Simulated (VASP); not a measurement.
Set up this calculation in VASP 6.6.1, as the native input.

```yaml
Task: single point
Functional: PBEsol
Potentials_or_basis: VASP PAW PBE potentials, release 64 (Al, Ni)
Cutoff: 520 eV
k_mesh: 12 × 12 × 8
Occupations: gaussian, width 0.1 eV
Spin: no spin polarisation
Dipole_correction: no
Further_INCAR_settings: ALGO = Fast; EDIFF = 1e-06; NBANDS = 22
```

The structure of Al3Ni2 lies in POSCAR:

```
Al3Ni2
1.0
    4.0031396448      0.0000000000      0.0000000000
   -2.0015698224      3.4668206273      0.0000000000
    0.0000000000      0.0000000000      4.8594646139
Al Ni
3 2
Direct
    0.0000000000      0.0000000000      0.0000000000
    0.3333333333      0.6666666667      0.6477829058
    0.6666666667      0.3333333333      0.3522170942
    0.3333333333      0.6666666667      0.1455709069
    0.6666666667      0.3333333333      0.8544290931
```

One way to write it, as run:

INCAR

```
PREC = Accurate ; ENCUT = 520
EDIFF = 1E-6 ; ISMEAR = 0
SIGMA = 0.1 ; LREAL = F
LASPH = T ; NELM = 100
ALGO = Fast ; ISIF = 2
LWAVE = F ; LCHARG = F
GGA = PS ; NBANDS = 22
```

KPOINTS

```
Automatic mesh
0
Gamma
  12 12 8
```

Potentials or basis: VASP PAW PBE potentials, release 64 (Al, Ni).

Command:

```console
$ cat potpaw_PBE.64/Al/POTCAR potpaw_PBE.64/Ni/POTCAR > POTCAR
$ mpirun -np 1 vasp_std > vasp.out
```

It gave:

```json
{
  "Pressure": "0.2 GPa",
  "Largest force": "0.011 eV/Å"
}
```

Caveat: the PAW data sets were made with another functional, which shifts forces and pressure a little.

Wall time 3.6 min on 1 thread of Intel(R) Xeon(R) Platinum 8259CL CPU @ 2.50GHz (Skylake/Cascade Lake) (shared host), peak memory 0.3 GiB.
